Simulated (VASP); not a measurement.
# GaAs (I-4m2) in VASP: single point with PBE

Aim: the single point of GaAs with PBE.

Program: VASP 6.6.1. These are calculated values, not measurements. Logs are shortened: lines on timing, memory, paths and dates and some standing lists are left out, and cuts for length are marked.

### 1 The cell of the first run

The structure is tetragonal, space group I-4m2 (No. 119). The conventional cell has a = 4.053 Å, b = 4.053 Å, c = 5.502 Å, α = 90.00°, β = 90.00°, γ = 90.00°. Ga (site symmetry -4m2) has 4 As at 2.45 Å within 3.2 Å. As (site symmetry -4m2) has 4 Ga at 2.45 Å within 3.2 Å.

### 2 Single point, PBE

INCAR

```
PREC = Accurate
ENCUT = 520
EDIFF = 1E-7
ISMEAR = 0
SIGMA = 0.05
LREAL = False
LASPH = True
NELM = 60
ALGO = Normal
ISIF = 2
LWAVE = False
LCHARG = False
GGA = PE
NBANDS = 16
```

KPOINTS

```
regular mesh
0
Gamma
  12 12 12
```

POSCAR

```
GaAs
1.0
    0.0000000000      2.8655787852      2.7509556338
    2.8655787852      0.0000000000      2.7509556338
    2.8655787852      2.8655787852      0.0000000000
Ga As
1 1
Direct
    0.0000000000      0.0000000000      0.0000000000
    0.7500000000      0.7500000000      0.7500000000
```

Potentials or basis: VASP PAW PBE potentials, release 64 (Ga_d, As).

The run is started by

```bash
> cat potpaw_PBE.64/Ga_d/POTCAR potpaw_PBE.64/As/POTCAR > POTCAR
> mpirun -np 1 vasp_std > vasp.out
```

OUTCAR:

```text
PREC = Accurate
   ENCUT = 520
   EDIFF = 1E-7
   ISMEAR = 0
   LREAL = False
   LASPH = True
   NELM = 60
   ISIF = 2
   GGA = PE

 ion  position               nearest neighbor table
   1  0.000  0.000  0.000-   2 2.45   2 2.45   2 2.45   2 2.45
   2  0.750  0.750  0.750-   1 2.45   1 2.45   1 2.45   1 2.45

  LATTYP: Found a body centered tetragonal cell.
 ALAT       =     4.0525403821
 C/A-ratio  =     1.3576450199

  Lattice vectors:

 A1 = (   0.0000000000,  -2.8655787852,  -2.7509556338)
 A2 = (   0.0000000000,   2.8655787852,  -2.7509556338)
 A3 = (   2.8655787852,   0.0000000000,   2.7509556338)

Analysis of symmetry for initial positions (statically):
=====================================================================
 Subroutine PRICEL returns:
 Original cell was already a primitive cell.

 Routine SETGRP: Setting up the symmetry group for a
 body centered tetragonal supercell.

 Subroutine GETGRP returns: Found  8 space group operations
 (whereof  8 operations were pure point group operations)
 out of a pool of 16 trial point group operations.

The static configuration has the point symmetry D_2d.

Analysis of symmetry for dynamics (positions and initial velocities):
=====================================================================
 Subroutine PRICEL returns:
 Original cell was already a primitive cell.

 Routine SETGRP: Setting up the symmetry group for a
 body centered tetragonal supercell.

 Subroutine GETGRP returns: Found  8 space group operations
 (whereof  8 operations were pure point group operations)
 out of a pool of 16 trial point group operations.

The dynamic configuration has the point symmetry D_2d.

 Subroutine INISYM returns: Found  8 space group operations
 (whereof  8 operations are pure point group operations),
 and found     1 'primitive' translations

----------------------------------------------------------------------------------------

                                     Primitive cell

  volume of cell :      45.1792

  direct lattice vectors                    reciprocal lattice vectors
     0.000000000  2.865578785  2.750955634    -0.174484821  0.174484821  0.181755021
     2.865578785  0.000000000  2.750955634     0.174484821 -0.174484821  0.181755021
     2.865578785  2.865578785  0.000000000     0.174484821  0.174484821 -0.181755021

  length of vectors
     3.972316537  3.972316537  4.052540382     0.306471521  0.306471521  0.306471521

  position of ions in fractional coordinates (direct lattice)
     0.000000000  0.000000000  0.000000000
     0.750000000  0.750000000  0.750000000

  ion indices of the primitive-cell ions
   primitive index   ion index
                 1           1
                 2           2

----------------------------------------------------------------------------------------

 KPOINTS: regular mesh

Automatic generation of k-mesh.
 Grid dimensions read from file:
 generate k-points for:   12   12   12

 Generating k-lattice:

  Cartesian coordinates                     Fractional coordinates (reciprocal lattice)
    -0.014540402  0.014540402  0.015146252     0.083333333  0.000000000  0.000000000
     0.014540402 -0.014540402  0.015146252     0.000000000  0.083333333  0.000000000
     0.014540402  0.014540402 -0.015146252     0.000000000  0.000000000  0.083333333

  Length of vectors
     0.025539293  0.025539293  0.025539293

  Shift w.r.t. Gamma in fractional coordinates (k-lattice)
     0.000000000  0.000000000  0.000000000

 Subroutine IBZKPT returns following result:
 ===========================================

 Found    163 irreducible k-points:

 Following reciprocal coordinates:
            Coordinates               Weight
  0.000000  0.000000  0.000000      1.000000
  0.083333  0.000000  0.000000      8.000000
  0.166667 -0.000000  0.000000      8.000000
  0.250000  0.000000  0.000000      8.000000
  0.333333 -0.000000  0.000000      8.000000
  0.416667  0.000000  0.000000      8.000000
[... 16 lines left out ...]
  0.500000  0.166667  0.000000      8.000000
 -0.416667  0.166667  0.000000      8.000000
 [... further k-points ...]
   k-points           NKPTS =    163   k-points in BZ     NKDIM =    163   number of bands    NBANDS=     16
   number of dos      NEDOS =    301   number of ions     NIONS =      2
   total plane-waves  NPLWV =  27000
   dimension x,y,z NGX =    30 NGY =   30 NGZ =   30
   dimension x,y,z NGXF=    60 NGYF=   60 NGZF=   60
   ions per type =               1   1
   NGX,Y,Z   is equivalent  to a cutoff of  12.56, 12.56, 12.31 a.u.
   NGXF,Y,Z  is equivalent  to a cutoff of  25.11, 25.11, 24.61 a.u.
 SYSTEM =  unknown system
   PREC   = accura    normal or accurate (medium, high low for compatibility)
   ISTART =      0    job   : 0-new  1-cont  2-samecut
   ICHARG =      2    charge: 1-file 2-atom 10-const
   ISPIN  =      1    spin polarized calculation?
   LNONCOLLINEAR =      F non collinear calculations
   LSORBIT =      F    spin-orbit coupling
   LASPH  =      T    aspherical Exc in radial PAW
   ENCUT  =  520.0 eV  38.22 Ry    6.18 a.u.   7.39  7.39  7.54*2*pi/ulx,y,z
   NELM   =     60;   NELMIN=  2; NELMDL= -5     # of ELM steps
   EDIFF  = 0.1E-06   stopping-criterion for ELM
   LREAL  =      F    real-space projection
   EDIFFG = 0.1E-05   stopping-criterion for IOM
   NSW    =      0    number of steps for IOM
   IBRION =     -1    ionic relax: 0-MD 1-quasi-New 2-CG
   NFREE  =      0    steps in history (QN), initial steepest desc. (CG)
   ISIF   =      2    stress and relaxation
   ISYM   =      2    0-nonsym 1-usesym 2-fastsym
   POTIM  = 0.5000    time-step for ionic-motion
   TEBEG  =    0.0;   TEEND  =   0.0 temperature during run
   PSTRESS=    0.0 pullay stress
   NELECT =      18.0000    total number of electrons
   NUPDOWN=      -1.0000    fix difference up-down
   EMIN   =  10.00;   EMAX   =-10.00  energy-range for DOS
   EFERMI =   0.00;   METHOD = LEGACY
   ISMEAR =     0;   SIGMA  =   0.05  broadening in eV -4-tet -1-fermi 0-gaus
   EFERMI_NEDOS =   21; number of points for ismear=-14 and -15
   IALGO  =     38    algorithm
   IMIX   =      4    mixing-type and parameters
     AMIX     =   0.40;   BMIX     =  1.00
     AMIX_MAG =   1.60;   BMIX_MAG =  1.00
  volume/ion in A,a.u.               =      22.59       152.44
  Fermi-wavevector in a.u.,A,eV,Ry     =   1.204628  2.276417 19.743799  1.451128
  Thomas-Fermi vector in A             =   2.340347
   LORBIT       =      0    0 simple, 1 ext, 2 COOP (PROOUT), +10 PAW based schemes
   GGA     = PE    functional components
   LHFCALC =     F    Hartree Fock is set to
   AEXX    =    0.0000 exact exchange contribution
   IVDW    =     0    specifies the selected vdW correction
   LEPSILON=     F    determine dielectric tensor
   LRPA    =     F    only Hartree local field effects (RPA)
 non-spin polarized calculation
 Gauss-broadening in eV      SIGMA  =   0.05
  energy-cutoff  :      520.00
  volume of cell :       45.18
 maximum number of plane-waves:      1236
 NGX is ok and might be reduce to    30
   NGX = 15   NGY = 15   NGZ = 15

 number of electron      17.9999997 magnetization

 Free energy of the ion-electron system (eV)
  ---------------------------------------------------
  ext. energy  EPLUGINS =         0.00000000
  ---------------------------------------------------
  free energy    TOTEN  =        -8.24310135 eV

  energy without entropy =       -8.24310135  energy(sigma->0) =       -8.24310135

 E-fermi :   4.2590     XC(G=0):  -9.5903

 val. band max:        4.0762740554   @ k =   0.0000   0.0000   0.0000
 cond. band min:       4.4397077000   @ k =   0.0000   0.0000   0.0000
 fundamental gap:      0.3634336446
 Fermi energy:         4.2590409942

 k-point     1 :       0.0000    0.0000    0.0000
  band No.  band energies     occupation
      1     -10.8789      2.00000
      2     -10.8789      2.00000
      3     -10.8688      2.00000
      4     -10.8006      2.00000
      5     -10.7934      2.00000
      6      -8.7911      2.00000
[... 8 lines left out ...]
     15      13.6668      0.00000
     16      14.3833      0.00000

 k-point     2 :       0.0833    0.0000    0.0000
  band No.  band energies     occupation
      1     -10.8834      2.00000
      2     -10.8772      2.00000
      3     -10.8690      2.00000
      4     -10.8007      2.00000
      5     -10.7934      2.00000
      6      -8.7092      2.00000
[... 8 lines left out ...]
     15      13.2050      0.00000
     16      13.7506      0.00000

 k-point     3 :       0.1667   -0.0000    0.0000
  band No.  band energies     occupation
      1     -10.8984      2.00000
      2     -10.8729      2.00000
      3     -10.8660      2.00000
      4     -10.8010      2.00000
      5     -10.7931      2.00000
      6      -8.4707      2.00000
[... 8 lines left out ...]
     15      12.7920      0.00000
     16      13.2474      0.00000

 k-point     4 :       0.2500    0.0000    0.0000
  band No.  band energies     occupation
      1     -10.9185      2.00000
      2     -10.8675      2.00000
      3     -10.8611      2.00000
      4     -10.8009      2.00000
      5     -10.7921      2.00000
      6      -8.0986      2.00000
[... 8 lines left out ...]
     15      12.8769      0.00000
     16      13.2522      0.00000

 k-point     5 :       0.3333   -0.0000    0.0000
  band No.  band energies     occupation
      1     -10.9373      2.00000
      2     -10.8630      2.00000
      3     -10.8568      2.00000
      4     -10.8001      2.00000
      5     -10.7902      2.00000
      6      -7.6434      2.00000
[... 8 lines left out ...]
     15      13.6436      0.00000
     16      13.6463      0.00000

 k-point     6 :       0.4167    0.0000    0.0000
  band No.  band energies     occupation
      1     -10.9502      2.00000
      2     -10.8602      2.00000
      3     -10.8542      2.00000
      4     -10.7989      2.00000
      5     -10.7883      2.00000
      6      -7.2166      2.00000
[... 8 lines left out ...]
     15      14.6863      0.00000
     16      14.8862      0.00000

 k-point     7 :       0.5000    0.0000    0.0000
  band No.  band energies     occupation
      1     -10.9548      2.00000
      2     -10.8593      2.00000
      3     -10.8533      2.00000
      4     -10.7983      2.00000
      5     -10.7875      2.00000
      6      -7.0262      2.00000
[... 8 lines left out ...]
     15      15.5738      0.00000
     16      16.0018      0.00000

 k-point     8 :       0.0833    0.0833    0.0000
  band No.  band energies     occupation
      1     -10.8794      2.00000
      2     -10.8757      2.00000
      3     -10.8757      2.00000
      4     -10.8022      2.00000
      5     -10.7924      2.00000
      6      -8.6767      2.00000
[... 8 lines left out ...]
     15      13.2870      0.00000
     16      13.7858      0.00000

 k-point     9 :       0.1667    0.0833    0.0000
  band No.  band energies     occupation
      1     -10.8950      2.00000
      2     -10.8714      2.00000
      3     -10.8702      2.00000
      4     -10.8038      2.00000
      5     -10.7913      2.00000
      6      -8.4855      2.00000
[... 8 lines left out ...]
     15      13.1147      0.00000
     16      13.5833      0.00000
[... 172 lines left out ...]
 k-point    19 :       0.1667    0.1667    0.0000
  band No.  band energies     occupation
      1     -10.9054      2.00000
      2     -10.8668      2.00000
      3     -10.8668      2.00000
      4     -10.8069      2.00000
      5     -10.7896      2.00000
      6      -8.3439      2.00000
[... 8 lines left out ...]
     15      13.7503      0.00000
     16      14.1422      0.00000

 k-point    20 :       0.2500    0.1667    0.0000
  band No.  band energies     occupation
      1     -10.9222      2.00000
      2     -10.8610      2.00000
      3     -10.8609      2.00000
      4     -10.8095      2.00000
      5     -10.7879      2.00000
      6      -8.0582      2.00000
[... 8 lines left out ...]
     15      14.2876      0.00000
     16      14.5877      0.00000

 k-point    21 :       0.3333    0.1667    0.0000
  band No.  band energies     occupation
      1     -10.9389      2.00000
      2     -10.8558      2.00000
      3     -10.8556      2.00000
      4     -10.8104      2.00000
      5     -10.7863      2.00000
      6      -7.6593      2.00000
[... 8 lines left out ...]
     15      14.7583      0.00000
     16      14.8065      0.00000

 k-point    22 :       0.4167    0.1667    0.0000
  band No.  band energies     occupation
      1     -10.9520      2.00000
      2     -10.8524      2.00000
      3     -10.8521      2.00000
      4     -10.8092      2.00000
      5     -10.7854      2.00000
      6      -7.2157      2.00000
[... 8 lines left out ...]
     15      15.0387      0.00000
     16      15.8280      0.00000

 k-point    23 :       0.5000    0.1667    0.0000
  band No.  band energies     occupation
      1     -10.9590      2.00000
      2     -10.8508      2.00000
      3     -10.8507      2.00000
      4     -10.8063      2.00000
      5     -10.7861      2.00000
      6      -6.8725      2.00000
[... 8 lines left out ...]
     15      15.6647      0.00000
     16      15.9285      0.00000

 k-point    24 :      -0.4167    0.1667    0.0000
  band No.  band energies     occupation
      1     -10.9590      2.00000
      2     -10.8517      2.00000
      3     -10.8503      2.00000
      4     -10.8031      2.00000
      5     -10.7885      2.00000
      6      -6.8360      2.00000
[... 8 lines left out ...]
     15      14.3568      0.00000
     16      15.2454      0.00000

 [... further k-points ...]

------------------------ aborting loop because EDIFF is reached ----------------------------------------

  FORCE on cell =-STRESS in cart. coord.  units (eV):
  Direction    XX          YY          ZZ          XY          YZ          ZX
  --------------------------------------------------------------------------------------
  -------------------------------------------------------------------------------------
  Total        0.7692509      0.7692509      1.3887553      0.0000000      0.0000000     -0.0000000
  in kB       27.2797433     27.2797433     49.2490672      0.0000000      0.0000000     -0.0000000
  external PRESSURE =      34.6028513 kB  Pullay stress =       0.0000000 kB

 VOLUME and BASIS-vectors are now :
 -----------------------------------------------------------------------------
  energy-cutoff  :      520.00
  volume of cell :       45.18
      direct lattice vectors                 reciprocal lattice vectors
     0.000000000  2.865578785  2.750955634    -0.174484821  0.174484821  0.181755021
     2.865578785  0.000000000  2.750955634     0.174484821 -0.174484821  0.181755021
     2.865578785  2.865578785  0.000000000     0.174484821  0.174484821 -0.181755021

 POSITION                                       TOTAL-FORCE (eV/Angst)
 -----------------------------------------------------------------------------------
      0.00000      0.00000      0.00000         0.000000      0.000000      0.000000
      4.29837      4.29837      4.12643        -0.000000      0.000000     -0.000000
 -----------------------------------------------------------------------------------
    total drift:                               -0.000002     -0.000002     -0.000000

  FREE ENERGIE OF THE ION-ELECTRON SYSTEM (eV)
  ---------------------------------------------------
  free  energy   TOTEN  =        -8.2431013498 eV

  energy  without entropy=       -8.2431013497  energy(sigma->0) =       -8.24310135
```

It took 1.9 min on 1 thread of Intel Xeon Platinum 8375C at 2.90GHz (Ice Lake), shared host; peak memory 0.26 GiB.

What came out:

```
Free energy            : -8.2431 eV
Pressure               : 3.5 GPa
Band gap on the k mesh : 0.36 eV, direct
```

Stress tensor (GPa, compression positive):
```
2.73 0.00 0.00
0.00 2.73 0.00
0.00 0.00 4.92
```

Levels at points of the mesh, in eV from the valence-band top:
```tsv
k point	band 7	band 8	band 9	band 10	band 11	band 12
(0.00, 0.00, 0.00)	-0.22	-0.22	0.00	0.36	3.52	3.63
(0.50, 0.00, 0.00)	-6.78	-1.45	-1.13	0.83	4.35	4.66
(0.50, 0.50, 0.00)	-6.80	-3.00	-3.00	1.16	1.26	10.03
(0.50, 0.00, 0.50)	-7.04	-2.74	-2.71	1.41	1.64	9.81
```
